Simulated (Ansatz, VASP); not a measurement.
One calculation of AlRu, two programs

```
Al Ru
1.0
     3.00415    0.00000    0.00000
     0.00000    3.00415    0.00000
     0.00000    0.00000    3.00415
Al Ru
1 1
Direct
  0.00000 0.00000 0.00000
  0.50000 0.50000 0.50000
```

Alike in both runs: task relaxation of cell and atoms; functional PBE; k mesh 14 × 14 × 14; occupations gaussian, width 0.1 eV; no spin polarisation.

|  | VASP | Ansatz |
| --- | --- | --- |
| version | VASP 6.6.1 | Ansatz 0.2.0 |
| potentials or method | VASP PAW PBE potentials, release 64 (Al, Ru_pv), cutoff 600 eV | scalar-relativistic, plane waves, PAW |
| valence electrons in the cell | 17 | 19 |

```tsv
	VASP	Ansatz	Ansatz less VASP
gap on the k mesh at the Fermi level, each at its own relaxed structure (eV)	none	none	-
relaxed volume (Å³/atom)	13.55	13.56	+0.006
relaxed length of the cell vector where the two differ most in proportion (Å)	3.004	3.004	+0.0005
```

A gap of «none» marks a metal or a gap that the smearing closes. VASP's potentials hold 17 valence electrons a cell and Ansatz's 19, so a difference there can come from the potentials and not from the codes.
